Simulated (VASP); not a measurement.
GePt, 2 atoms in the cell. It takes space group F-43m (No. 216, cubic). The conventional cell has a = 4.915 Å, b = 4.915 Å, c = 4.915 Å, α = 90.00°, β = 90.00°, γ = 90.00°. Within 2.8 Å of Ge (site symmetry -43m) lie 4 Pt at 2.13 Å. Pt (site symmetry -43m) has 4 Ge at 2.13 Å within 2.8 Å. The cell was built from a structure type or drawn by symmetry, and may not be a known phase.

- Program: VASP 6.6.1
- Task: relaxation of cell and atoms
- Functional: PBE
- Potentials or basis: VASP PAW PBE potentials, release 64 (Ge_d, Pt)
- Cutoff: 500 eV
- k mesh: 7 × 7 × 7
- Occupations: gaussian, width 0.2 eV
- Spin: no spin polarisation
- Dipole correction: no
- Further INCAR settings: ALGO = Normal; EDIFF = 1e-07; IBRION = 2; EDIFFG = -0.08; NSW = 36; ISIF = 3

Potentials or basis: VASP PAW PBE potentials, release 64 (Ge_d, Pt).

Command:

```bash
$ cat potpaw_PBE.64/Ge_d/POTCAR potpaw_PBE.64/Pt/POTCAR > POTCAR
$ mpirun -np 1 vasp_std > vasp.out
```

Hardware: 1 thread of Intel(R) Xeon(R) 6975P-C (Granite Rapids) (shared host).

**Question.** How long does it take, and how much memory?

**Answer.** Wall time 38 s on 1 thread of Intel(R) Xeon(R) 6975P-C (Granite Rapids), with other jobs on the host, peak memory 0.16 GiB. Counts: scf iterations 74, k points 20, ion steps 6.
